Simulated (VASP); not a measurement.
H3CCl, 40 atoms in the cell. The cell holds a disordered packing, 40 atoms: a = 7.477 Å, b = 7.327 Å, c = 7.462 Å, α = 90.00°, β = 90.00°, γ = 90.00°. 

- Program: VASP 6.6.1
- Task: single point
- Functional: PBE
- Dispersion: D3(BJ)
- Potentials or basis: VASP PAW PBE potentials, release 64 (C, Cl, H)
- Cutoff: 520 eV
- k mesh: 1 × 1 × 1
- Occupations: fermi-dirac, width 0.02 eV
- Spin: no spin polarisation
- Dipole correction: no
- Further INCAR settings: LREAL = Auto; ALGO = Normal; EDIFF = 1e-07; NBANDS = 82

Potentials or basis: VASP PAW PBE potentials, release 64 (C, Cl, H).

Run with:

```console
$ cat potpaw_PBE.64/C/POTCAR potpaw_PBE.64/Cl/POTCAR potpaw_PBE.64/H/POTCAR > POTCAR
$ mpirun -np 1 vasp_gam > vasp.out
```

Hardware: 1 thread of Intel Xeon 8259CL, with other jobs on the host.

**Question.** Estimate the wall time of this run.

**Answer.** Run time: 2.3 min on 1 thread of Intel Xeon 8259CL (shared host), peak memory 0.4 GiB. Counts: scf iterations 18, k points 1.
